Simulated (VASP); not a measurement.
# IrS: single point with r2SCAN

Crystal: IrS.

```
Ir S
1.0
     0.00000    2.51664    2.51664
     2.51664    0.00000    2.51664
     2.51664    2.51664    0.00000
Ir S
1 1
Direct
  0.50000 0.50000 0.50000
  0.00000 0.00000 0.00000
```

```json
{
  "Program": "VASP 6.6.1",
  "Task": "single point",
  "Functional": "r2SCAN",
  "Potentials or basis": "VASP PAW PBE potentials, release 64 (Ir, S)",
  "Cutoff": "520 eV",
  "k mesh": "12 × 12 × 12",
  "Occupations": "gaussian, width 0.05 eV",
  "Spin": "no spin polarisation"
}
```

- Pressure: -10.6 GPa
- Band gap on the k mesh: zero (an odd number of electrons rules out a gap without spin polarisation)

Levels at points of the mesh, in eV from the Fermi level:
```csv
k point,band 5,band 6,band 7,band 8,band 9,band 10,band 11,band 12
"(0.00, 0.00, 0.00)",-2.56,-2.56,-2.31,-2.31,-2.31,2.79,11.37,12.78
"(0.50, 0.00, 0.00)",-1.18,-1.18,-0.63,3.87,4.08,4.08,6.96,6.96
"(0.50, 0.50, 0.00)",-3.87,-1.81,-0.71,-0.71,0.04,1.57,10.45,12.10
```

It took 110 s on 1 thread of Intel(R) Xeon(R) Platinum 8488C (Sapphire Rapids) (shared host), peak memory 0.18 GiB.

Caveat: the cell stands under tension; the PAW data sets were made with another functional, which shifts forces and pressure a little; spin-orbit coupling is left out, which moves the levels of the heavy elements.
